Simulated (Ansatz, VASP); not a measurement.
**Two plane-wave programs on FeSi**

```
CELL_PARAMETERS angstrom
4.35716 0.00000 0.00000
0.00000 4.35716 0.00000
0.00000 0.00000 4.35716
ATOMIC_POSITIONS crystal
Fe 0.13733 0.13733 0.13733
Fe 0.36267 0.86267 0.63733
Fe 0.63733 0.36267 0.86267
Fe 0.86267 0.63733 0.36267
Si 0.84132 0.84132 0.84132
Si 0.65868 0.15868 0.34132
Si 0.34132 0.65868 0.15868
Si 0.15868 0.34132 0.65868
```

Alike in both runs: task relaxation of the atoms; functional PBE; k mesh 8 × 8 × 8; occupations gaussian, width 0.01 eV; no spin polarisation.

```csv
,VASP,Ansatz
version,VASP 6.6.1,Ansatz 0.2.0
potentials or method,"VASP PAW PBE potentials, release 64 (Fe, Si), cutoff 520 eV","scalar-relativistic, plane waves, PAW"
valence electrons in the cell,48,80
```

|  | VASP | Ansatz | Ansatz less VASP |
| --- | --- | --- | --- |
| gap on the k mesh at the Fermi level, each at its own relaxed structure (eV) | 0.15 | 0.16 | +0.008 |

VASP's potentials hold 48 valence electrons a cell and Ansatz's 80, so a difference there can come from the potentials and not from the codes. Ansatz's warnings: stress scf threshold loose.
